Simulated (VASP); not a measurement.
# LaZn (R-3m) in VASP: notebook, part 3 of 3

VASP 6.6.1. The steps go on from the part before.

## Step 4: Electric field gradients, LDA (equal xy, yz and zx shear strains of +2 %)

INCAR

```
ALGO = Normal
EDIFF = 1E-8
ENCUT = 520
ISIF = 2
ISMEAR = -1
LASPH = True
LCHARG = False
LEFG = True
LREAL = False
LWAVE = False
NBANDS = 18
NELM = 60
PREC = Accurate
SIGMA = 0.05
```

KPOINTS

```
k-points
0
Gamma
  9 9 9
```

POSCAR

```
LaZn
1.0
    3.7500000000      0.0375000000      0.0375000000
    0.0375000000      3.7500000000      0.0375000000
    0.0375000000      0.0375000000      3.7500000000
La Zn
1 1
Direct
    0.5000000000      0.5000000000      0.5000000000
    0.0000000000      0.0000000000      0.0000000000
```

Potentials or basis: VASP PAW LDA potentials, release 64 (La, Zn).

Command:

```bash
$ cat potpaw_LDA.64/La/POTCAR potpaw_LDA.64/Zn/POTCAR > POTCAR
$ mpirun -np 1 vasp_std > vasp.out
```

OUTCAR:

```text
EDIFF = 1E-8
   ENCUT = 520
   ISIF = 2
   ISMEAR = -1
   LASPH = True
   LREAL = False
   NELM = 60
   PREC = Accurate

 ion  position               nearest neighbor table
   1  0.500  0.500  0.500-   2 3.23   2 3.23   2 3.23   2 3.23   2 3.23   2 3.23   2 3.31   2 3.31

   2  0.000  0.000  0.000-   1 3.23   1 3.23   1 3.23   1 3.23   1 3.23   1 3.23   1 3.31   1 3.31

  LATTYP: Found a trigonal (rhomboedric) cell.
 ALAT       =     3.7503749813
 COS(alpha) =     0.0200959808

  Lattice vectors:

 A1 = (   3.7500000000,   0.0375000000,   0.0375000000)
 A2 = (   0.0375000000,   3.7500000000,   0.0375000000)
 A3 = (   0.0375000000,   0.0375000000,   3.7500000000)

Analysis of symmetry for initial positions (statically):
=====================================================================
 Subroutine PRICEL returns:
 Original cell was already a primitive cell.

 Routine SETGRP: Setting up the symmetry group for a
 trigonal (rhombohedral) supercell.

 Subroutine GETGRP returns: Found 12 space group operations
 (whereof 12 operations were pure point group operations)
 out of a pool of 12 trial point group operations.

The static configuration has the point symmetry D_3d.

Analysis of symmetry for dynamics (positions and initial velocities):
=====================================================================
 Subroutine PRICEL returns:
 Original cell was already a primitive cell.

 Routine SETGRP: Setting up the symmetry group for a
 trigonal (rhombohedral) supercell.

 Subroutine GETGRP returns: Found 12 space group operations
 (whereof 12 operations were pure point group operations)
 out of a pool of 12 trial point group operations.

The dynamic configuration has the point symmetry D_3d.

 Subroutine INISYM returns: Found 12 space group operations
 (whereof 12 operations are pure point group operations),
 and found     1 'primitive' translations

----------------------------------------------------------------------------------------

                                     Primitive cell

  volume of cell :      52.7187

  direct lattice vectors                    reciprocal lattice vectors
     3.750000000  0.037500000  0.037500000     0.266719482 -0.002640787 -0.002640787
     0.037500000  3.750000000  0.037500000    -0.002640787  0.266719482 -0.002640787
     0.037500000  0.037500000  3.750000000    -0.002640787 -0.002640787  0.266719482

  length of vectors
     3.750374981  3.750374981  3.750374981     0.266745628  0.266745628  0.266745628

  position of ions in fractional coordinates (direct lattice)
     0.500000000  0.500000000  0.500000000
     0.000000000  0.000000000  0.000000000

  ion indices of the primitive-cell ions
   primitive index   ion index
                 1           1
                 2           2

----------------------------------------------------------------------------------------

 KPOINTS: k-points

Automatic generation of k-mesh.
 Grid dimensions read from file:
 generate k-points for:    9    9    9
[... 70 lines left out ...]
   ISIF   =      2    stress and relaxation
   ISYM   =      2    0-nonsym 1-usesym 2-fastsym
   POTIM  = 0.5000    time-step for ionic-motion
   TEBEG  =    0.0;   TEEND  =   0.0 temperature during run
   PSTRESS=    0.0 pullay stress
   NELECT =      23.0000    total number of electrons
   NUPDOWN=      -1.0000    fix difference up-down
   EMIN   =  10.00;   EMAX   =-10.00  energy-range for DOS
   EFERMI =   0.00;   METHOD = LEGACY
   ISMEAR =    -1;   SIGMA  =   0.05  broadening in eV -4-tet -1-fermi 0-gaus
   EFERMI_NEDOS =   21; number of points for ismear=-14 and -15
   IALGO  =     38    algorithm
   IMIX   =      4    mixing-type and parameters
     AMIX     =   0.40;   BMIX     =  1.00
     AMIX_MAG =   1.60;   BMIX_MAG =  1.00
  volume/ion in A,a.u.               =      26.36       177.88
  Fermi-wavevector in a.u.,A,eV,Ry     =   1.241641  2.346361 20.975721  1.541672
  Thomas-Fermi vector in A             =   2.376030
   LORBIT       =      0    0 simple, 1 ext, 2 COOP (PROOUT), +10 PAW based schemes
   GGA     = CA    functional components
   LHFCALC =     F    Hartree Fock is set to
   AEXX    =    0.0000 exact exchange contribution
   IVDW    =     0    specifies the selected vdW correction
   LEPSILON=     F    determine dielectric tensor
   LRPA    =     F    only Hartree local field effects (RPA)
 non-spin polarized calculation
  energy-cutoff  :      520.00
  volume of cell :       52.72
 maximum number of plane-waves:      1433
   NGX = 13   NGY = 13   NGZ = 13

 number of electron      23.0000031 magnetization

 Free energy of the ion-electron system (eV)
  ---------------------------------------------------
  ext. energy  EPLUGINS =         0.00000000
  ---------------------------------------------------
  free energy    TOTEN  =        -7.92882355 eV

  energy without entropy =       -7.90543959  energy(sigma->0) =       -7.91713157

 E-fermi :   6.0403     XC(G=0): -10.3753

 val. band max:        6.0353743296   @ k =   0.2222   0.1111   0.1111
 cond. band min:       6.0440052732   @ k =  -0.4444   0.2222   0.1111
 fundamental gap:      0.0086309435
 Fermi energy:         6.0403460770

 k-point     1 :       0.0000    0.0000    0.0000
  band No.  band energies     occupation
      1     -26.6527      2.00000
      2     -10.0526      2.00000
      3     -10.0526      2.00000
      4     -10.0217      2.00000
      5      -1.1006      2.00000
      6      -1.1006      2.00000
[... 481 lines left out ...]
      5      -1.0817      2.00000
      6      -1.0470      2.00000
[... 10 lines left out ...]
     17       8.0621      0.00000
     18       8.1138      0.00000

 [... further k-points ...]

------------------------ aborting loop because EDIFF is reached ----------------------------------------

  FORCE on cell =-STRESS in cart. coord.  units (eV):
  Direction    XX          YY          ZZ          XY          YZ          ZX
  --------------------------------------------------------------------------------------
  -------------------------------------------------------------------------------------
  Total       -1.2992291     -1.2992291     -1.2992291     -0.1823659     -0.1823659     -0.1823659
  in kB      -39.4849845    -39.4849845    -39.4849845     -5.5422980     -5.5422980     -5.5422980
  external PRESSURE =     -39.4849845 kB  Pullay stress =       0.0000000 kB

 VOLUME and BASIS-vectors are now :
 -----------------------------------------------------------------------------
  energy-cutoff  :      520.00
  volume of cell :       52.72
      direct lattice vectors                 reciprocal lattice vectors
     3.750000000  0.037500000  0.037500000     0.266719482 -0.002640787 -0.002640787
     0.037500000  3.750000000  0.037500000    -0.002640787  0.266719482 -0.002640787
     0.037500000  0.037500000  3.750000000    -0.002640787 -0.002640787  0.266719482

 POSITION                                       TOTAL-FORCE (eV/Angst)
 -----------------------------------------------------------------------------------
      1.91250      1.91250      1.91250         0.000000      0.000000     -0.000000
      0.00000      0.00000      0.00000        -0.000000     -0.000000      0.000000
 -----------------------------------------------------------------------------------
    total drift:                                0.000000      0.000000      0.000000

  FREE ENERGIE OF THE ION-ELECTRON SYSTEM (eV)
  ---------------------------------------------------
  free  energy   TOTEN  =        -7.9288235474 eV

  energy  without entropy=       -7.9054395852  energy(sigma->0) =       -7.91713157

 Electric field gradients (V/A^2)
---------------------------------------------------------------------
 ion       V_xx      V_yy      V_zz      V_xy      V_xz      V_yz
---------------------------------------------------------------------
   1      -0.000     0.000     0.000     3.276     3.276     3.276
   2      -0.000    -0.000    -0.000    -2.243    -2.243    -2.243
---------------------------------------------------------------------

 Electric field gradients after diagonalization (V/A^2)
 (convention: |V_zz| > |V_xx| > |V_yy|)
----------------------------------------------------------------------
 ion       V_xx      V_yy      V_zz     asymmetry (V_yy - V_xx)/ V_zz
----------------------------------------------------------------------
   1      -3.276    -3.276     6.552       0.000
   2       2.243     2.243    -4.487       0.000
----------------------------------------------------------------------

           NMR quadrupolar parameters

 Cq : quadrupolar parameter    Cq=e*Q*V_zz/h
 eta: asymmetry parameters     (V_yy - V_xx)/ V_zz
 Q  : nuclear electric quadrupole moment in mb (millibarn)
----------------------------------------------------------------------
 ion       Cq(MHz)       eta       Q (mb)
----------------------------------------------------------------------
   1       0.016       0.000       1.000
   2      -0.011       0.000       1.000
----------------------------------------------------------------------
```

stdout:

```text
POSCAR found type information on POSCAR LaZn
 POSCAR found :  2 types and       2 ions
 scaLAPACK will be used
 LDA part: xc-table for (Slater(with rela. corr.)+CA(PZ))
 , standard interpolation
 POSCAR, INCAR and KPOINTS ok, starting setup
 FFT: planning ... GRIDC
 FFT: planning ... GRID_SOFT
 FFT: planning ... GRID
 WAVECAR not read
 entering main loop
ion   1

ion   2
```

It took 88 s on 1 thread of Oxide Virtual Turin-like, shared host; peak memory 0.19 GiB.

Results:

* Free energy: -7.9288 eV
* Pressure: -3.9 GPa

Electric field gradients, principal values (V/Å²):
| atom | least | middle | greatest (by size) |
| --- | --- | --- | --- |
| 1 La | -3.276 | -3.276 | 6.552 |
| 2 Zn | 2.243 | 2.243 | -4.487 |

Caveat: the cell differs from its parent crystal (equal xy, yz and zx shear strains of +2 %); without QUAD_EFG the Cq values of the log hold for a quadrupole moment of 1 mb, not for the nuclei; spin-orbit coupling is left out, which moves the levels of the heavy elements.
